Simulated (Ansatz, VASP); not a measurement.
**One calculation of CoO, two programs**

The input INCAR:

```
SYSTEM = CoO
PREC = Accurate ; ENCUT = 600
EDIFF = 1E-6 ; ISMEAR = 0
SIGMA = 0.1 ; LREAL = .FALSE.
LASPH = .TRUE. ; NELM = 200
ALGO = Normal ; ISIF = 2
LWAVE = .FALSE. ; LCHARG = .FALSE.
ISPIN = 2 ; MAGMOM = 2.57 0.32
LORBIT = 11 ; LMAXMIX = 4
GGA = PS ; NBANDS = 18
GGA_COMPAT = .FALSE.
```

Contents of KPOINTS:

```
regular mesh
0
G
  16 16 16
  0 0 0
```

POSCAR

```
CoO
1.0
    0.0000000000      2.1315000000      2.1315000000
    2.1315000000      0.0000000000      2.1315000000
    2.1315000000      2.1315000000      0.0000000000
Co O
1 1
Direct
    0.0000000000      0.0000000000      0.0000000000
    0.5000000000      0.5000000000      0.5000000000
```

Input for Ansatz:

```yaml
crystal:
  lattice:
    - [0.0, 2.1315, 2.1315]
    - [2.1315, 0.0, 2.1315]
    - [2.1315, 2.1315, 0.0]
  atoms:
    - { symbol: Co, position: [0.0, 0.0, 0.0], spin: 2.57 }
    - { symbol: O, position: [0.5, 0.5, 0.5], spin: 0.32 }
basis:
  ecutwfc: 420
kpoints:
  mp_grid: { grid: [16, 16, 16] }
hamiltonian:
  xc: pbesol
scf:
  occupations: { method: gaussian, width: 0.1 }
output:
  forces: true
  stress: true
  eigenvalues: true
  populations: true
magnetization:
  spin_polarized: true
```

Alike in both runs: task single point; functional PBEsol; k mesh 16 × 16 × 16; occupations gaussian, width 0.1 eV; collinear spin.

|  | VASP | Ansatz |
| --- | --- | --- |
| version | VASP 6.6.1 | Ansatz 0.2.0 |
| potentials or method | VASP PAW PBE potentials, release 64 (Co, O), cutoff 600 eV | scalar-relativistic, plane waves, PAW |
| valence electrons in the cell | 15 | 23 |

|  | VASP | Ansatz | Ansatz less VASP |
| --- | --- | --- | --- |
| gap on the k mesh at the Fermi level (eV) | none | none | - |
| pressure (GPa) | -11.4 | -10.7 | +0.74 |
| net moment per atom (μB) | 1.48 | 1.49 | +0.009 |
| size of the moment on the site where the two differ most (μB) | 2.58 | 2.51 | -0.066 |

VASP's potentials were made for PBE, not for PBEsol. Site moments also hang on the region over which each program counts them. A gap of «none» marks a metal or a gap that the smearing closes. The functional is the same, so the differences come from potentials, cutoffs and numerics. VASP's potentials hold 15 valence electrons a cell and Ansatz's 23, so a difference there can come from the potentials and not from the codes.
